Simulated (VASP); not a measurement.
# Ba3SbP (P1) in VASP: single point with PBE

Aim: the single point of Ba3SbP with PBE.

Program: VASP 6.6.1. These are calculated values, not measurements. Logs are shortened: lines on timing, memory, paths and dates and some standing lists are left out, and cuts for length are marked.

**1. The cell of the first run**

The typed cell holds 5 atoms: a = 6.113 Å, b = 6.113 Å, c = 6.113 Å, α = 90.00°, β = 90.00°, γ = 90.00°.

**2. Single point, PBE (atoms moved at random)**

INCAR reads:

```
SYSTEM = Ba3SbP
  ALGO = Normal
  EDIFF = 1E-6
  ENCUT = 520
  GGA = PE
  ISIF = 2
  ISMEAR = -1
  LASPH = .True.
  LCHARG = .True.
  LELF = .True.
  LREAL = .False.
  LVHAR = .True.
  LWAVE = .False.
  NBANDS = 28
  NELM = 100
  PREC = Accurate
  SIGMA = 0.05
```

KPOINTS reads:

```
k-points
0
Gamma
  5 5 5
  0 0 0
```

POSCAR reads:

```
Ba3SbP
1.0
    6.1131770000      0.0000000000      0.0000000000
    0.0000000000      6.1131770000      0.0000000000
    0.0000000000      0.0000000000      6.1131770000
Ba Sb P
3 1 1
Direct
    0.5035290000      0.5058860000     -0.0037990000
    0.5033750000      0.0125300000      0.4976140000
    0.0079740000      0.5019610000      0.4997940000
   -0.0042760000     -0.0061000000     -0.0027160000
    0.5158870000      0.4975550000      0.5014720000
```

Potentials or basis: VASP PAW PBE potentials, release 64 (Ba_sv, Sb, P).

Command:

```sh
$ cat potpaw_PBE.64/Ba_sv/POTCAR potpaw_PBE.64/Sb/POTCAR potpaw_PBE.64/P/POTCAR > POTCAR
$ mpirun -np 1 vasp_std > vasp.out
```

OUTCAR:

```text
SYSTEM = Ba3SbP
   EDIFF = 1E-6
   ENCUT = 520
   GGA = PE
   ISIF = 2
   ISMEAR = -1
   LASPH = .True.
   LREAL = .False.
   NELM = 100
   PREC = Accurate

 ion  position               nearest neighbor table
   1  0.504  0.506  0.996-   5 3.03   5 3.09   4 4.24   2 4.29   3 4.29   2 4.30   3 4.32   3 4.33
                             2 4.35   3 4.36   2 4.36
   2  0.503  0.013  0.498-   5 2.97   5 3.15   3 4.26   1 4.29   3 4.30   1 4.30   1 4.35   3 4.35
                             1 4.36   3 4.39
   3  0.008  0.502  0.500-   5 3.01   5 3.11   2 4.26   1 4.29   2 4.30   1 4.32   1 4.33   2 4.35
                             1 4.36   2 4.39
   4  0.996  0.994  0.997-   1 4.24
   5  0.516  0.498  0.501-   2 2.97   3 3.01   1 3.03   1 3.09   3 3.11   2 3.15

  LATTYP: Found a simple cubic cell.
 ALAT       =     6.1131770000

  Lattice vectors:

 A1 = (   6.1131770000,   0.0000000000,   0.0000000000)
 A2 = (   0.0000000000,   6.1131770000,   0.0000000000)
 A3 = (   0.0000000000,   0.0000000000,   6.1131770000)

Analysis of symmetry for initial positions (statically):
=====================================================================
 Subroutine PRICEL returns:
 Original cell was already a primitive cell.

 Routine SETGRP: Setting up the symmetry group for a
 simple cubic supercell.

 Subroutine GETGRP returns: Found  1 space group operations
 (whereof  1 operations were pure point group operations)
 out of a pool of 48 trial point group operations.

The static configuration has the point symmetry C_1 .

Analysis of symmetry for dynamics (positions and initial velocities):
=====================================================================
 Subroutine PRICEL returns:
 Original cell was already a primitive cell.

 Routine SETGRP: Setting up the symmetry group for a
 simple cubic supercell.

 Subroutine GETGRP returns: Found  1 space group operations
 (whereof  1 operations were pure point group operations)
 out of a pool of 48 trial point group operations.

The dynamic configuration has the point symmetry C_1 .

 Subroutine INISYM returns: Found  1 space group operations
 (whereof  1 operations are pure point group operations),
 and found     1 'primitive' translations

----------------------------------------------------------------------------------------

                                     Primitive cell

  volume of cell :     228.4551

  direct lattice vectors                    reciprocal lattice vectors
     6.113177000  0.000000000  0.000000000     0.163581064  0.000000000  0.000000000
     0.000000000  6.113177000  0.000000000     0.000000000  0.163581064  0.000000000
     0.000000000  0.000000000  6.113177000     0.000000000  0.000000000  0.163581064

  length of vectors
     6.113177000  6.113177000  6.113177000     0.163581064  0.163581064  0.163581064

  position of ions in fractional coordinates (direct lattice)
     0.503529000  0.505886000  0.996201000
     0.503375000  0.012530000  0.497614000
     0.007974000  0.501961000  0.499794000
     0.995724000  0.993900000  0.997284000
     0.515887000  0.497555000  0.501472000

  ion indices of the primitive-cell ions
   primitive index   ion index
                 1           1
                 2           2
                 3           3
                 4           4
                 5           5

----------------------------------------------------------------------------------------

 KPOINTS: k-points

Automatic generation of k-mesh.
 Grid dimensions read from file:
 generate k-points for:    5    5    5

 Generating k-lattice:

  Cartesian coordinates                     Fractional coordinates (reciprocal lattice)
     0.032716213  0.000000000  0.000000000     0.200000000  0.000000000  0.000000000
     0.000000000  0.032716213  0.000000000     0.000000000  0.200000000  0.000000000
     0.000000000  0.000000000  0.032716213     0.000000000  0.000000000  0.200000000

  Length of vectors
     0.032716213  0.032716213  0.032716213

  Shift w.r.t. Gamma in fractional coordinates (k-lattice)
     0.000000000  0.000000000  0.000000000

 Subroutine IBZKPT returns following result:
 ===========================================

 Found     63 irreducible k-points:

 Following reciprocal coordinates:
            Coordinates               Weight
  0.000000  0.000000  0.000000      1.000000
  0.200000  0.000000  0.000000      2.000000
  0.000000  0.200000  0.000000      2.000000
  0.000000  0.000000  0.200000      2.000000
  0.400000  0.000000  0.000000      2.000000
  0.000000  0.400000  0.000000      2.000000
[... 16 lines left out ...]
  0.000000 -0.200000  0.400000      2.000000
  0.400000 -0.200000  0.000000      2.000000
 [... further k-points ...]
   k-points           NKPTS =     63   k-points in BZ     NKDIM =     63   number of bands    NBANDS=     28
   number of dos      NEDOS =    301   number of ions     NIONS =      5
   total plane-waves  NPLWV = 110592
   dimension x,y,z NGX =    48 NGY =   48 NGZ =   48
   dimension x,y,z NGXF=    96 NGYF=   96 NGZF=   96
   ions per type =               3   1   1
   NGX,Y,Z   is equivalent  to a cutoff of  13.05, 13.05, 13.05 a.u.
   NGXF,Y,Z  is equivalent  to a cutoff of  26.11, 26.11, 26.11 a.u.
 SYSTEM =  Ba3SbP
   PREC   = accura    normal or accurate (medium, high low for compatibility)
   ISTART =      0    job   : 0-new  1-cont  2-samecut
   ICHARG =      2    charge: 1-file 2-atom 10-const
   ISPIN  =      1    spin polarized calculation?
   LNONCOLLINEAR =      F non collinear calculations
   LSORBIT =      F    spin-orbit coupling
   LASPH  =      T    aspherical Exc in radial PAW
   ENCUT  =  520.0 eV  38.22 Ry    6.18 a.u.  11.37 11.37 11.37*2*pi/ulx,y,z
   NELM   =    100;   NELMIN=  2; NELMDL= -5     # of ELM steps
   EDIFF  = 0.1E-05   stopping-criterion for ELM
   LREAL  =      F    real-space projection
[... 7 lines left out ...]
   TEBEG  =    0.0;   TEEND  =   0.0 temperature during run
   PSTRESS=    0.0 pullay stress
   NELECT =      40.0000    total number of electrons
   NUPDOWN=      -1.0000    fix difference up-down
   EMIN   =  10.00;   EMAX   =-10.00  energy-range for DOS
   EFERMI =   0.00;   METHOD = LEGACY
   ISMEAR =    -1;   SIGMA  =   0.05  broadening in eV -4-tet -1-fermi 0-gaus
   EFERMI_NEDOS =   21; number of points for ismear=-14 and -15
   IALGO  =     38    algorithm
   IMIX   =      4    mixing-type and parameters
     AMIX     =   0.40;   BMIX     =  1.00
     AMIX_MAG =   1.60;   BMIX_MAG =  1.00
  volume/ion in A,a.u.               =      45.69       308.34
  Fermi-wavevector in a.u.,A,eV,Ry     =   0.915857  1.730720 11.412496  0.838795
  Thomas-Fermi vector in A             =   2.040647
   LORBIT       =      0    0 simple, 1 ext, 2 COOP (PROOUT), +10 PAW based schemes
   GGA     = PE    functional components
   LHFCALC =     F    Hartree Fock is set to
   AEXX    =    0.0000 exact exchange contribution
   IVDW    =     0    specifies the selected vdW correction
   LEPSILON=     F    determine dielectric tensor
   LRPA    =     F    only Hartree local field effects (RPA)
 non-spin polarized calculation
  energy-cutoff  :      520.00
  volume of cell :      228.46
 maximum number of plane-waves:      6187
 NGX is ok and might be reduce to    48
   NGX = 23   NGY = 23   NGZ = 23

 number of electron      40.0000000 magnetization

 Free energy of the ion-electron system (eV)
  ---------------------------------------------------
  ext. energy  EPLUGINS =         0.00000000
  ---------------------------------------------------
  free energy    TOTEN  =       -19.43761463 eV

  energy without entropy =      -19.43715117  energy(sigma->0) =      -19.43738290

 E-fermi :   2.3970     XC(G=0):  -7.8728

 val. band max:        2.2317332739   @ k =   0.0000   0.0000   0.0000
 cond. band min:       2.5306694353   @ k =   0.0000   0.0000   0.0000
 fundamental gap:      0.2989361614
 Fermi energy:         2.3969591853

 k-point     1 :       0.0000    0.0000    0.0000
  band No.  band energies     occupation
      1     -26.0124      2.00000
      2     -25.9487      2.00000
      3     -25.9406      2.00000
      4     -11.4613      2.00000
      5     -11.4583      2.00000
      6     -11.4571      2.00000
[... 20 lines left out ...]
     27       5.4430      0.00000
     28       5.4485      0.00000

 k-point     2 :       0.2000    0.0000    0.0000
  band No.  band energies     occupation
      1     -26.0067      2.00000
      2     -25.9530      2.00000
      3     -25.9418      2.00000
      4     -11.4504      2.00000
      5     -11.4332      2.00000
      6     -11.4276      2.00000
[... 20 lines left out ...]
     27       5.1679      0.00000
     28       5.6982      0.00000

 k-point     3 :       0.0000    0.2000    0.0000
  band No.  band energies     occupation
      1     -26.0073      2.00000
      2     -25.9488      2.00000
      3     -25.9455      2.00000
      4     -11.4436      2.00000
      5     -11.4347      2.00000
      6     -11.4328      2.00000
[... 20 lines left out ...]
     27       5.1756      0.00000
     28       5.7010      0.00000

 k-point     4 :       0.0000    0.0000    0.2000
  band No.  band energies     occupation
      1     -26.0066      2.00000
      2     -25.9537      2.00000
      3     -25.9413      2.00000
      4     -11.4475      2.00000
      5     -11.4344      2.00000
      6     -11.4285      2.00000
[... 578 lines left out ...]
     27       5.2244      0.00000
     28       5.2987      0.00000

 k-point    23 :       0.0000   -0.2000    0.4000
  band No.  band energies     occupation
      1     -25.9885      2.00000
      2     -25.9668      2.00000
      3     -25.9456      2.00000
      4     -11.5134      2.00000
      5     -11.3560      2.00000
      6     -11.3422      2.00000
[... 20 lines left out ...]
     27       5.2367      0.00000
     28       5.2727      0.00000

 k-point    24 :       0.4000   -0.2000    0.0000
  band No.  band energies     occupation
      1     -25.9891      2.00000
      2     -25.9653      2.00000
      3     -25.9465      2.00000
      4     -11.5158      2.00000
      5     -11.3553      2.00000
      6     -11.3436      2.00000
[... 20 lines left out ...]
     27       5.2399      0.00000
     28       5.2685      0.00000

 [... further k-points ...]

------------------------ aborting loop because EDIFF is reached ----------------------------------------

  FORCE on cell =-STRESS in cart. coord.  units (eV):
  Direction    XX          YY          ZZ          XY          YZ          ZX
  --------------------------------------------------------------------------------------
  -------------------------------------------------------------------------------------
  Total       -0.1005181      0.0453324     -0.1778304      0.0270407      0.0176533     -0.0042148
  in kB       -0.7049430      0.3179204     -1.2471411      0.1896390      0.1238046     -0.0295589
  external PRESSURE =      -0.5447212 kB  Pullay stress =       0.0000000 kB

 VOLUME and BASIS-vectors are now :
 -----------------------------------------------------------------------------
  energy-cutoff  :      520.00
  volume of cell :      228.46
      direct lattice vectors                 reciprocal lattice vectors
     6.113177000  0.000000000  0.000000000     0.163581064  0.000000000  0.000000000
     0.000000000  6.113177000  0.000000000     0.000000000  0.163581064  0.000000000
     0.000000000  0.000000000  6.113177000     0.000000000  0.000000000  0.163581064

 POSITION                                       TOTAL-FORCE (eV/Angst)
 -----------------------------------------------------------------------------------
      3.07816      3.09257      6.08995         0.033963      0.113218      0.162304
      3.07722      0.07660      3.04200         0.031548     -0.535265     -0.021310
      0.04875      3.06858      3.05533         0.088735      0.107118     -0.016973
      6.08704      6.07589      6.09657         0.051958     -0.005809      0.002149
      3.15371      3.04164      3.06559        -0.206204      0.320738     -0.126169
 -----------------------------------------------------------------------------------
    total drift:                                0.000202      0.000068     -0.000028

  FREE ENERGIE OF THE ION-ELECTRON SYSTEM (eV)
  ---------------------------------------------------
  free  energy   TOTEN  =       -19.4376146292 eV

  energy  without entropy=      -19.4371511711  energy(sigma->0) =      -19.43738290
```

Run time: 3.2 min. Hardware: 1 thread of Intel Xeon 6975P-C (Granite Rapids), shared host; peak memory 0.58 GiB.

Results:

```
Free energy            : -19.4376 eV
Pressure               : -0.1 GPa
Largest force          : 0.537 eV/Å
Band gap on the k mesh : 0.30 eV
```

Forces in eV/Å, atoms in the order of the input:
```
Ba   0.034  0.113  0.162
Ba   0.032 -0.535 -0.021
Ba   0.089  0.107 -0.017
Sb   0.052 -0.006  0.002
P   -0.206  0.321 -0.126
```

Caveat: the cell differs from its parent crystal (atoms moved at random); semilocal functionals underestimate gaps, and a narrow one can read as zero; spin-orbit coupling is left out, which moves the levels of the heavy elements. A k mesh can miss the band edges.
